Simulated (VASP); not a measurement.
Write the native input for VASP 6.6.1 that does the following.

```yaml
Task: single point
Functional: r2SCAN
Potentials_or_basis: VASP PAW PBE potentials, release 64 (Al, N)
Cutoff: 520 eV
k_mesh: 12 × 12 × 6
Occupations: gaussian, width 0.05 eV
Spin: no spin polarisation
Dipole_correction: no
Further_INCAR_settings: ALGO = Normal; EDIFF = 1e-06; NBANDS = 16
```

The system is AlN.

```
Al N
1.0
     3.10667    0.00000    0.00000
    -1.55333    2.69045    0.00000
     0.00000    0.00000    4.97840
Al N
2 2
Direct
  0.33333 0.66667 0.09208
  0.66667 0.33333 0.50169
  0.33333 0.66667 0.38331
  0.66667 0.33333 0.88331
```

This cell differs from its parent crystal: atom 1 (Al) moved by (+0.000, +0.450) A along x and z.

These files were run (other wordings do the same):

POSCAR

```
AlN
1.0
    3.1066653383      0.0000000000      0.0000000000
   -1.5533326691      2.6904511040      0.0000000000
    0.0000000000      0.0000000000      4.9784048429
Al N
2 2
Direct
    0.3333333333      0.6666666667      0.0920833014
    0.6666666667      0.3333333333      0.5016929024
    0.3333333333      0.6666666667      0.3833070976
    0.6666666667      0.3333333333      0.8833070976
```

INCAR.step1

```
  PREC = Accurate
  ENCUT = 520
  ISMEAR = 0
  SIGMA = 0.05
  LREAL = False
  LASPH = True
  NELM = 60
  NBANDS = 16
  GGA = PE
  ALGO = Normal
  EDIFF = 1E-4
  LWAVE = True
  LCHARG = False
```

INCAR.step2

```
  PREC = Accurate
  ENCUT = 520
  EDIFF = 1E-6
  ISMEAR = 0
  SIGMA = 0.05
  LREAL = False
  LASPH = True
  NELM = 60
  ALGO = Normal
  ISIF = 2
  LWAVE = False
  LCHARG = True
  METAGGA = R2SCAN
  LMIXTAU = True
  LELF = True
  LVHAR = True
  NBANDS = 16
  ISTART = 1
```

KPOINTS

```
Automatic mesh
0
Gamma
  12 12 6
```

Potentials or basis: VASP PAW PBE potentials, release 64 (Al, N).

Command:

```sh
$ cat potpaw_PBE.64/Al/POTCAR potpaw_PBE.64/N/POTCAR > POTCAR
$ cp INCAR.step1 INCAR
$ mpirun -np 1 vasp_std > vasp.out
$ cp INCAR.step2 INCAR
$ mpirun -np 1 vasp_std > vasp.out
```

Results of the run:

- Pressure: 26.2 GPa
- Largest force: 24.922 eV/Å
- Band gap on the k mesh: 1.96 eV

Caveat: the cell differs from its parent crystal (atom 1 (Al) moved by (+0.000, +0.450) A along x and z); the cell stands under pressure; the PAW data sets were made with another functional, which shifts forces and pressure a little.

It took 3.6 min on 1 thread of Intel(R) Xeon(R) Platinum 8488C (Sapphire Rapids) (shared host), peak memory 0.2 GiB.
